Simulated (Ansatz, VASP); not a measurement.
BeTe: VASP beside Ansatz

```xyz
2
Lattice="0.0000 2.7773 2.7773 2.7773 0.0000 2.7773 2.7773 2.7773 0.0000" Properties=species:S:1:pos:R:3 pbc="T T T"
Be    0.0000    0.0000    0.0000
Te    4.1660    4.1660    4.1660
```

Alike in both runs: functional LDA; k mesh 8 × 8 × 8; no spin polarisation.

Ansatz relaxed the structure, and its values are those at the end. VASP's run is a single point on that final structure, the one shown.

|  | VASP | Ansatz |
| --- | --- | --- |
| version | VASP 6.6.1 | Ansatz 0.2.0 |
| potentials or method | VASP PAW LDA potentials, release 64 (Be, Te), cutoff 520 eV | scalar-relativistic, plane waves, PAW |
| occupations | gaussian, width 0.01 eV | fixed |
| valence electrons in the cell | 8 | 18 |

|  | VASP | Ansatz | Ansatz less VASP |
| --- | --- | --- | --- |
| gap on the k mesh at the Fermi level (eV) | 1.77 | 1.79 | +0.020 |
| least direct gap on the mesh (eV) | 3.55 | 3.59 | +0.037 |
| pressure (GPa) | 0.3 | 0.0 | -0.27 |

LDA's correlation is that of Perdew and Zunger in VASP and of Perdew and Wang (1992) in Ansatz. VASP's potentials hold 8 valence electrons a cell and Ansatz's 18, so a difference there can come from the potentials and not from the codes.

Neither program's run includes spin-orbit coupling.
